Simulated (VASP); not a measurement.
A run of VASP 6.6.1:

The input INCAR:

```
PREC = Accurate
ENCUT = 520
EDIFF = 1E-8
ISMEAR = -1
SIGMA = 0.08
LREAL = False
LASPH = True
NELM = 100
ALGO = Normal
ISIF = 2
LWAVE = False
LCHARG = False
GGA = PS
LEFG = True
NBANDS = 18
```

Contents of KPOINTS:

```
Automatic mesh
0
Gamma
  12 12 12
```

Contents of POSCAR:

```
ScHg
1.0
    3.4800000000      0.0000000000      0.0000000000
    0.0000000000      3.4800000000      0.0000000000
    0.0000000000      0.0000000000      3.5148000000
Sc Hg
1 1
Direct
    0.5000000000      0.5000000000      0.5000000000
    0.0000000000      0.0000000000      0.0000000000
```

Potentials or basis: VASP PAW PBE potentials, release 64 (Sc_sv, Hg).

Run with:

```console
$ cat potpaw_PBE.64/Sc_sv/POTCAR potpaw_PBE.64/Hg/POTCAR > POTCAR
$ mpirun -np 1 vasp_std > vasp.out
```

Hardware: 1 thread of AMD EPYC 7R13 Processor (Zen 3), on a shared host.

Problem. How long does it take, and how much memory?

Solution. Run time: 100 s on 1 thread of AMD EPYC 7R13 Processor (Zen 3), with other jobs on the host, peak memory 0.25 GiB. Counts: scf iterations 15, k points 196.
